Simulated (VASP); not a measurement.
Write the native input for VASP 6.6.1 that does the following.

* Task: single point
* Functional: PBE
* Potentials or basis: VASP PAW PBE potentials, release 64 (Sn_d)
* Cutoff: 520 eV
* k mesh: 8 × 8 × 8
* Occupations: methfessel-paxton, width 1 eV
* Spin: no spin polarisation
* Dipole correction: no
* Further INCAR settings: ALGO = Normal; EDIFF = 1e-06; NBANDS = 21

The structure of Sn lies in POSCAR:

```
Sn
1.0
    0.0000000000      3.3289000152      3.3289000152
    3.3289000152      0.0000000000      3.3289000152
    3.3289000152      3.3289000152      0.0000000000
Sn
2
Direct
    0.5000000000      0.5000000000      0.5000000000
    0.7500000000      0.7500000000      0.7500000000
```

The input as run:

INCAR

```
PREC     = Accurate       # precision mode
ENCUT    = 520            # plane-wave cutoff, eV
EDIFF    = 1E-6           # SCF threshold, eV
ISMEAR   = 1              # smearing method
SIGMA    = 1.0            # smearing width, eV
LREAL    = F              # projectors in reciprocal space
LASPH    = T              # aspherical terms in the spheres
NELM     = 100            # most SCF steps
ALGO     = Normal         # electronic algorithm
ISIF     = 2              # what is computed and relaxed
LWAVE    = F              # write WAVECAR
LCHARG   = F              # write CHGCAR
GGA      = PE             # functional
NBANDS   = 21             # bands
```

KPOINTS

```
Automatic mesh
0
Gamma
  8 8 8
```

Potentials or basis: VASP PAW PBE potentials, release 64 (Sn_d).

The run is started by

```sh
$ cat potpaw_PBE.64/Sn_d/POTCAR > POTCAR
$ mpirun -np 1 vasp_std > vasp.out
```

Results of the run:

```yaml
Pressure: -0.2 GPa
Band_gap_on_the_k_mesh: zero (band 14 reaches 4.95 eV, above the bottom of band 15 at 4.72 eV)
```

Caveat: spin-orbit coupling is left out, which moves the levels of the heavy elements.

Run time: 32 s on 1 thread of Intel Xeon 6975P-C, with other jobs on the host, peak memory 0.21 GiB.
